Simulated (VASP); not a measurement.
## Ga: single point with revpbe exchange, lda correlation

The system is Ga.

```
Ga
1.0
    -1.36569    1.36569    2.27999
     1.36569   -1.36569    2.27999
     1.36569    1.36569   -2.27999
Ga
1
Direct
  0.00000 0.00000 0.00000
```

| Quantity | Value |
| --- | --- |
| Program | VASP 6.6.1 |
| Task | single point |
| Functional | revpbe exchange, lda correlation |
| Potentials or basis | VASP PAW PBE potentials, release 64 (Ga_d) |
| Cutoff | 500 eV |
| k mesh | 13 × 13 × 13 |
| Occupations | gaussian, width 0.1 eV |
| Spin | collinear spin |
| Starting moments | [0.5] μB |
| Dipole correction | no |
| Further INCAR settings | ALGO = Normal; EDIFF = 1e-06; NBANDS = 16 |

```
Pressure                                              : 17.0 GPa
Net moment                                            : 0.00 μB per cell
Valence electrons inside the program's atomic spheres : Ga 11.64
```

Stress tensor (GPa, compression positive):
```
17.09  0.00  0.00
 0.00 17.09  0.00
 0.00  0.00 16.79
```

Levels at points of the mesh, in eV from the Fermi level:
Spin up:
| k point | band 3 | band 4 | band 5 | band 6 | band 7 | band 8 | band 9 | band 10 |
| --- | --- | --- | --- | --- | --- | --- | --- | --- |
| (0.00, 0.00, 0.00) | -15.27 | -15.27 | -15.09 | -11.80 | 12.98 | 13.33 | 13.33 | 16.82 |
Spin down:
```csv
k point,band 2,band 3,band 4,band 5,band 6,band 7,band 8,band 9,band 10,band 11
"(0.00, 0.00, 0.00)",-15.31,-15.27,-15.27,-15.09,-11.80,12.98,13.33,13.33,16.82,17.13
```

Run time: 62 s on 1 thread of AMD EPYC 9R45 96-Core Processor (Zen 5) (shared host), peak memory 0.17 GiB.

Caveat: the cell stands under pressure; the PAW data sets were made with another functional, which shifts forces and pressure a little.
